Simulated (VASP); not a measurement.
Here is a VASP 6.6.1 calculation.

INCAR

```
SYSTEM = Ti
ALGO = Fast ; EDIFF = 1E-6
ENCUT = 520 ; GGA = PE
ISIF = 2 ; ISMEAR = 0
LASPH = .TRUE. ; LCHARG = .TRUE.
LELF = .TRUE. ; LREAL = .FALSE.
LVHAR = .TRUE. ; LWAVE = .FALSE.
NBANDS = 19 ; NELM = 100
PREC = Accurate ; SIGMA = 0.1
```

Contents of KPOINTS:

```
k-points
0
G
  18 18 10
  0 0 0
```

File POSCAR:

```
Ti
1.0
    2.9392273077      0.0000000000      0.0000000000
   -1.4696136538      2.5454455160      0.0000000000
    0.0000000000      0.0000000000      4.6480994571
Ti
2
Direct
    0.3333333333      0.6666666667      0.2500000000
    0.6666666667      0.3333333333      0.7500000000
```

Potentials or basis: VASP PAW PBE potentials, release 64 (Ti_sv).

Run with:

```console
$ cat potpaw_PBE.64/Ti_sv/POTCAR > POTCAR
$ mpirun -np 1 vasp_std > vasp.out
```

(1) Predict the pressure.

(2) What does it give for the band gap on the k mesh?

Results:

(1) -0.6 GPa.

(2) zero (band 12 reaches 9.10 eV, above the bottom of band 13 at 8.00 eV).
